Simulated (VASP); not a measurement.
# BN (P4_132) in VASP: further runs, part 2 of 2

VASP 6.6.1.

### 5 Single point, PBE

This run uses another cell than the first one, of 9.04 Å³/atom, 1.114 times its volume.

The input, INCAR:

```
SYSTEM = BN
PREC     = Accurate       ! precision mode
ENCUT    = 520            ! plane-wave cutoff, eV
EDIFF    = 1E-7           ! SCF threshold, eV
ISMEAR   = 0              ! smearing method
SIGMA    = 0.02           ! smearing width, eV
LREAL    = .FALSE.        ! projectors in reciprocal space
LASPH    = .TRUE.         ! aspherical terms in the spheres
NELM     = 80             ! most SCF steps
ALGO     = Normal         ! electronic algorithm
ISIF     = 2              ! what is computed and relaxed
LWAVE    = .FALSE.        ! write WAVECAR
LCHARG   = .FALSE.        ! write CHGCAR
GGA      = PE             ! functional
NBANDS   = 26             ! bands
```

The input, KPOINTS:

```
regular mesh
0
G
  8 8 8
  0 0 0
```

The input, POSCAR:

```
BN
1.0
    4.1661909719      0.0000000000      0.0000000000
    0.0000000000      4.1661909719      0.0000000000
    0.0000000000      0.0000000000      4.1661909719
B N
4 4
Direct
    0.8750000000      0.8750000000      0.8750000000
    0.6250000000      0.1250000000      0.3750000000
    0.1250000000      0.3750000000      0.6250000000
    0.3750000000      0.6250000000      0.1250000000
    0.3750000000      0.3750000000      0.3750000000
    0.1250000000      0.6250000000      0.8750000000
    0.6250000000      0.8750000000      0.1250000000
    0.8750000000      0.1250000000      0.6250000000
```

Run with:

```
cat potpaw_PBE.64/B/POTCAR potpaw_PBE.64/N/POTCAR > POTCAR
mpirun -np 1 vasp_std > vasp.out
```

It took 31 s on 1 thread of Intel Xeon 6975P-C (Granite Rapids), shared host; peak memory 0.19 GiB.

The run converged. Its results:

* Free energy: -64.5849 eV
* Pressure: 0.1 GPa
* Band gap on the k mesh: 1.26 eV, indirect (least direct gap 1.90 eV)

Levels at points of the mesh, in eV from the valence-band top:
| k point | band 14 | band 15 | band 16 | band 17 | band 18 | band 19 |
| --- | --- | --- | --- | --- | --- | --- |
| (0.00, 0.00, 0.00) | -2.78 | -2.78 | 0.00 | 2.12 | 2.12 | 2.12 |
| (0.50, 0.00, 0.00) | -2.51 | -1.60 | -1.60 | 1.31 | 1.31 | 4.58 |
| (0.50, 0.50, 0.00) | -2.48 | -0.73 | -0.73 | 1.87 | 1.87 | 4.52 |
| (0.50, 0.50, 0.50) | -1.90 | -1.90 | -1.90 | 3.02 | 3.02 | 3.02 |

A k mesh can miss the band edges.

### 6 Relaxation of cell and atoms, PBE

This run uses another cell than the first one, of 9.04 Å³/atom, 1.114 times its volume.

The input, INCAR:

```
  ALGO = Normal
  EDIFF = 1E-6
  EDIFFG = -0.01
  ENCUT = 600
  GGA = PE
  IBRION = 2
  ISIF = 3
  ISMEAR = 0
  LASPH = T
  LCHARG = F
  LREAL = F
  LWAVE = F
  NELM = 100
  NSW = 100
  PREC = Accurate
  SIGMA = 0.02
```

The input, KPOINTS:

```
k-points
0
Gamma
  8 8 8
```

POSCAR: that of step 5 with these lines changed.

```diff
@@ -2,5 +2,5 @@
 1.0
-    4.1661909719      0.0000000000      0.0000000000
-    0.0000000000      4.1661909719      0.0000000000
-    0.0000000000      0.0000000000      4.1661909719
+    4.1659910431      0.0000000000      0.0000000000
+    0.0000000000      4.1659910431      0.0000000000
+    0.0000000000      0.0000000000      4.1659910431
 B N
```

Potentials or basis: VASP PAW PBE potentials, release 64 (B, N).

Run with:

```
cat potpaw_PBE.64/B/POTCAR potpaw_PBE.64/N/POTCAR > POTCAR
mpirun -np 1 vasp_std > vasp.out
```

OUTCAR:

```text
EDIFF = 1E-6
   EDIFFG = -0.01
   ENCUT = 600
   GGA = PE
   IBRION = 2
   ISIF = 3
   ISMEAR = 0
   LASPH = T
   LREAL = F
   NELM = 100
   NSW = 100
   PREC = Accurate

 ion  position               nearest neighbor table
   1  0.875  0.875  0.875-   6 1.47   7 1.47   8 1.47
   2  0.625  0.125  0.375-   5 1.47   7 1.47   8 1.47
   3  0.125  0.375  0.625-   5 1.47   6 1.47   8 1.47
   4  0.375  0.625  0.125-   5 1.47   6 1.47   7 1.47
   5  0.375  0.375  0.375-   2 1.47   3 1.47   4 1.47
   6  0.125  0.625  0.875-   1 1.47   3 1.47   4 1.47
   7  0.625  0.875  0.125-   1 1.47   2 1.47   4 1.47
   8  0.875  0.125  0.625-   1 1.47   2 1.47   3 1.47

  LATTYP: Found a simple cubic cell.
 ALAT       =     4.1659910431

  Lattice vectors:

 A1 = (   4.1659910431,   0.0000000000,   0.0000000000)
 A2 = (   0.0000000000,   4.1659910431,   0.0000000000)
 A3 = (   0.0000000000,   0.0000000000,   4.1659910431)

Analysis of symmetry for initial positions (statically):
=====================================================================
 Subroutine PRICEL returns:
 Original cell was already a primitive cell.

 Routine SETGRP: Setting up the symmetry group for a
 simple cubic supercell.

 Subroutine GETGRP returns: Found 24 space group operations
 (whereof  3 operations were pure point group operations)
 out of a pool of 48 trial point group operations.

The static configuration has the point symmetry C_3 .
 The point group associated with its full space group is O   .

Analysis of symmetry for dynamics (positions and initial velocities):
=====================================================================
 Subroutine PRICEL returns:
 Original cell was already a primitive cell.

 Routine SETGRP: Setting up the symmetry group for a
 simple cubic supercell.

 Subroutine GETGRP returns: Found 24 space group operations
 (whereof  3 operations were pure point group operations)
[... 136 lines left out ...]
  volume/ion in A,a.u.               =       9.04        60.99
  Fermi-wavevector in a.u.,A,eV,Ry     =   1.247594  2.357610 21.177331  1.556490
  Thomas-Fermi vector in A             =   2.381719
   LORBIT       =      0    0 simple, 1 ext, 2 COOP (PROOUT), +10 PAW based schemes
   GGA     = PE    functional components
   LHFCALC =     F    Hartree Fock is set to
   AEXX    =    0.0000 exact exchange contribution
   IVDW    =     0    specifies the selected vdW correction
   LEPSILON=     F    determine dielectric tensor
   LRPA    =     F    only Hartree local field effects (RPA)
 conjugate gradient relaxation of ions
 non-spin polarized calculation
 Gauss-broadening in eV      SIGMA  =   0.02
  energy-cutoff  :      600.00
  volume of cell :       72.30
 maximum number of plane-waves:      2469
 NGX is ok and might be reduce to    36
   NGX = 17   NGY = 17   NGZ = 17

 number of electron      32.0000012 magnetization

 Free energy of the ion-electron system (eV)
  ---------------------------------------------------
  ext. energy  EPLUGINS =         0.00000000
  ---------------------------------------------------
  free energy    TOTEN  =       -64.59798217 eV

  energy without entropy =      -64.59798217  energy(sigma->0) =      -64.59798217

 E-fermi :   4.4835     XC(G=0): -10.1478

 val. band max:        4.3163184925   @ k =   0.0000   0.0000   0.0000
 cond. band min:       5.5773571969   @ k =   0.3750   0.0000   0.0000
 fundamental gap:      1.2610387044
 Fermi energy:         4.4835410004

 k-point     1 :       0.0000    0.0000    0.0000
  band No.  band energies     occupation
      1     -14.8649      2.00000
      2     -11.9392      2.00000
      3     -11.9392      2.00000
      4     -11.9392      2.00000
      5      -4.2348      2.00000
      6      -4.2348      2.00000
[... 565 lines left out ...]
     20       8.7517      0.00000
     21      10.8631      0.00000

 [... further k-points ...]
[... 5 lines left out ...]
  --------------------------------------------------------------------------------------
  -------------------------------------------------------------------------------------
  Total       -0.0273556     -0.0273556     -0.0273556     -0.0000000     -0.0000000      0.0000000
  in kB       -0.6061800     -0.6061800     -0.6061800     -0.0000000     -0.0000000      0.0000000
  external PRESSURE =      -0.6061800 kB  Pullay stress =       0.0000000 kB

 VOLUME and BASIS-vectors are now :
 -----------------------------------------------------------------------------
  energy-cutoff  :      600.00
  volume of cell :       72.30
      direct lattice vectors                 reciprocal lattice vectors
     4.165991043  0.000000000  0.000000000     0.240038922  0.000000000  0.000000000
     0.000000000  4.165991043  0.000000000     0.000000000  0.240038922  0.000000000
     0.000000000  0.000000000  4.165991043     0.000000000  0.000000000  0.240038922

 POSITION                                       TOTAL-FORCE (eV/Angst)
 -----------------------------------------------------------------------------------
      3.64524      3.64524      3.64524        -0.000000      0.000000      0.000000
      2.60374      0.52075      1.56225        -0.000000      0.000000      0.000000
      0.52075      1.56225      2.60374         0.000000      0.000000      0.000000
      1.56225      2.60374      0.52075         0.000000     -0.000000      0.000000
      1.56225      1.56225      1.56225         0.000000      0.000000      0.000000
      0.52075      2.60374      3.64524         0.000000      0.000000      0.000000
      2.60374      3.64524      0.52075         0.000000      0.000000      0.000000
      3.64524      0.52075      2.60374         0.000000      0.000000      0.000000
 -----------------------------------------------------------------------------------
    total drift:                               -0.000000     -0.000000      0.000000

  FREE ENERGIE OF THE ION-ELECTRON SYSTEM (eV)
  ---------------------------------------------------
  free  energy   TOTEN  =       -64.5979821726 eV

  energy  without entropy=      -64.5979821726  energy(sigma->0) =      -64.59798217

 reached required accuracy - stopping structural energy minimisation
```

OSZICAR:

```text
N       E                     dE             d eps       ncg     rms          rms(c)
DAV:   1     0.164962137583E+03    0.16496E+03   -0.17932E+04  1470   0.159E+03
DAV:   2    -0.600809913543E+02   -0.22504E+03   -0.21091E+03  2063   0.338E+02
DAV:   3    -0.727856383356E+02   -0.12705E+02   -0.12512E+02  1778   0.850E+01
DAV:   4    -0.729999574746E+02   -0.21432E+00   -0.21411E+00  1729   0.114E+01
DAV:   5    -0.730047696830E+02   -0.48122E-02   -0.48107E-02  1813   0.156E+00    0.169E+01
DAV:   6    -0.650954632251E+02    0.79093E+01   -0.26262E+01  1555   0.323E+01    0.670E+00
DAV:   7    -0.647116021464E+02    0.38386E+00   -0.81276E-01  1867   0.669E+00    0.431E+00
DAV:   8    -0.646009242719E+02    0.11068E+00   -0.33990E-01  1635   0.387E+00    0.581E-01
DAV:   9    -0.645960494137E+02    0.48749E-02   -0.17936E-02  1705   0.998E-01    0.225E-01
DAV:  10    -0.645976541772E+02   -0.16048E-02   -0.28126E-03  1635   0.349E-01    0.653E-02
DAV:  11    -0.645979753035E+02   -0.32113E-03   -0.44178E-04  1644   0.150E-01    0.288E-02
DAV:  12    -0.645979818274E+02   -0.65238E-05   -0.74696E-05  1765   0.611E-02    0.406E-03
DAV:  13    -0.645979821726E+02   -0.34522E-06   -0.23695E-06  1342   0.114E-02
   1 F= -.64597982E+02 E0= -.64597982E+02  d E =-.645980E+02
```

It took 2.2 min on 1 thread of AMD EPYC 7R13, shared host; peak memory 0.19 GiB.

What came out:

```yaml
Free_energy: -64.5980 eV
Pressure_after_relaxing: -0.1 GPa
Band_gap_on_the_k_mesh: 1.26 eV, indirect (least direct gap 1.90 eV)
```

Final structure:
```
B N
1.0
     4.16599    0.00000    0.00000
     0.00000    4.16599    0.00000
     0.00000    0.00000    4.16599
B N
4 4
Cartesian
  3.6452 3.6452 3.6452
  2.6037 0.5207 1.5622
  0.5207 1.5622 2.6037
  1.5622 2.6037 0.5207
  1.5622 1.5622 1.5622
  0.5207 2.6037 3.6452
  2.6037 3.6452 0.5207
  3.6452 0.5207 2.6037
```

Caveat: the relaxation stopped at its first step, so nothing moved.

### 7 Summary

```tsv
task	cell	k mesh	cutoff (eV)	smearing	gap on the mesh (eV)	pressure (GPa)
single point	a = 4.019 Å, 8 atoms	4 × 4 × 4	520	gaussian 0.1 eV	1.32	30.0
single point	a = 4.166 Å, 8 atoms	4 × 4 × 4	520	gaussian 0.1 eV	1.31	0.1
relaxation of cell and atoms	relaxed from a = 4.019 Å, 8 atoms	4 × 4 × 4	600	gaussian 0.1 eV	1.31	-0.3
single point	a = 4.166 Å, 8 atoms	8 × 8 × 8	520	gaussian 0.02 eV	1.26	0.1
relaxation of cell and atoms	relaxed from a = 4.166 Å, 8 atoms	8 × 8 × 8	600	gaussian 0.02 eV	1.26	-0.1
```

Alike in all rows: level PBE; potentials or basis VASP PAW PBE potentials, release 64 (B, N); no spin polarisation.

Caveats: the relaxation stopped at its first step, so nothing moved (some runs).

Total energies depend on the potentials used, so only differences within one code and one set of settings carry meaning.
